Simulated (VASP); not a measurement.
A run of VASP 6.6.1 is set up as follows.

The input INCAR:

```
SYSTEM = WS2
PREC = Accurate
ENCUT = 520
EDIFF = 1E-7
ISMEAR = 0
SIGMA = 0.05
LREAL = .False.
LASPH = .True.
NELM = 100
ALGO = Normal
ISIF = 2
LWAVE = .False.
LCHARG = .False.
LDIPOL = .True.
IDIPOL = 3
DIPOL = 0.5 0.5 0.402
GGA = PE
IVDW = 12
NBANDS = 35
```

File KPOINTS:

```
Automatic mesh
0
Gamma
  9 9 1
  0 0 0
```

File POSCAR:

```
WS2
1.0
    3.1595457497      0.0000000000      0.0000000000
   -1.5797728749      2.7362468836      0.0000000000
    0.0000000000      0.0000000000     23.8042575719
S W
4 2
Direct
    0.3333333333      0.6666666667      0.1890418126
    0.3333333333      0.6666666667      0.3214605103
    0.3333333333      0.6666666667      0.4827761904
    0.3333333333      0.6666666667      0.6151948880
    0.6666666667      0.3333333333      0.2552511581
    0.0000000000      1.0000000000      0.5489855359
```

Potentials or basis: VASP PAW PBE potentials, release 64 (S, W_sv).

Run with:

```console
$ cat potpaw_PBE.64/S/POTCAR potpaw_PBE.64/W_sv/POTCAR > POTCAR
$ mpirun -np 1 vasp_std > vasp.out
```

Question: Predict the band gap on the k mesh.

Answer: 1.85 eV (least direct gap 1.92 eV).

Question: What does it give for the largest force?

Answer: 0.044 eV/Å.

Forces in eV/Å, atoms in the order of the input:
```
S    0.000  0.000  0.003
S    0.000  0.000  0.044
S    0.000  0.000 -0.044
S    0.000  0.000 -0.003
W    0.000  0.000  0.033
W    0.000  0.000 -0.033
```

Caveat: spin-orbit coupling is left out, which moves the levels of the heavy elements.
